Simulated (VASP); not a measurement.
SnSe2, 3 atoms in the cell. Symmetry: P-3m1, No. 164, trigonal system. Conventional cell: a = 3.811 Å, b = 3.811 Å, c = 6.136 Å, α = 90.00°, β = 90.00°, γ = 120.00°. Within 3.5 Å of Sn (site symmetry -3m) lie 6 Se at 2.68 Å. Within 3.5 Å of Se (site symmetry 3m) lie 3 Sn at 2.68 Å. 

| Property | Result |
| --- | --- |
| Program | VASP 6.6.1 |
| Task | single point |
| Functional | PBE |
| Potentials or basis | VASP PAW PBE potentials, release 64 (Sn_d, Se) |
| Cutoff | 500 eV |
| k mesh | 2 × 2 × 2 |
| Occupations | gaussian, width 0.01 eV |
| Spin | no spin polarisation |
| Dipole correction | no |
| Further INCAR settings | ALGO = Normal; EDIFF = 1e-06; NBANDS = 20 |

Potentials or basis: VASP PAW PBE potentials, release 64 (Sn_d, Se).

Run with:

```sh
$ cat potpaw_PBE.64/Sn_d/POTCAR potpaw_PBE.64/Se/POTCAR > POTCAR
$ mpirun -np 1 vasp_std > vasp.out
```

Hardware: 1 thread of Intel Xeon 8259CL, on a shared host.

Task: How long does it take, and how much memory?

Result: Run time: 17 s on 1 thread of Intel Xeon 8259CL, with other jobs on the host, peak memory 0.18 GiB. Counts: scf iterations 13, k points 4.
